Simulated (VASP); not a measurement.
A run of VASP 6.6.1 is set up as follows.

The input INCAR:

```
SYSTEM = Au
  PREC = Accurate
  ENCUT = 520
  EDIFF = 1E-7
  ISMEAR = 0
  SIGMA = 0.15
  LREAL = .FALSE.
  LASPH = .TRUE.
  NELM = 60
  ALGO = Fast
  ISIF = 2
  LWAVE = .FALSE.
  LCHARG = .TRUE.
  GGA = PS
  LELF = .TRUE.
  LVHAR = .TRUE.
  NBANDS = 18
```

The input KPOINTS:

```
Automatic mesh
0
G
  14 14 14
  0 0 0
```

File POSCAR:

```
Au
1.0
    0.0000000000     -3.3145380000      0.0000000000
   -3.3145380000      0.0000000000      0.0000000000
    0.0000000000      0.0000000000     -3.3145380000
Au
2
Direct
    0.5226275879      0.5000000000      0.5000000000
   -0.0226275879      0.0000000000      0.0000000000
```

Potentials or basis: VASP PAW PBE potentials, release 64 (Au).

Run with:

```console
$ cat potpaw_PBE.64/Au/POTCAR > POTCAR
$ mpirun -np 1 vasp_std > vasp.out
```

Q: Estimate the pressure.

A: -8.1 GPa.

Q: Predict the largest force.

A: 0.697 eV/Å.

Q: Predict the band gap on the k mesh.

A: Zero (bands 11 and 12 overlap by 4.73 eV).

Stress tensor (GPa, compression positive):
```
-7.69  0.00  0.00
 0.00 -8.97  0.00
 0.00  0.00 -7.69
```

Caveat: the cell differs from its parent crystal (atoms displaced along a vibrational mode); the cell stands under tension; the PAW data sets were made with another functional, which shifts forces and pressure a little; spin-orbit coupling is left out, which moves the levels of the heavy elements.
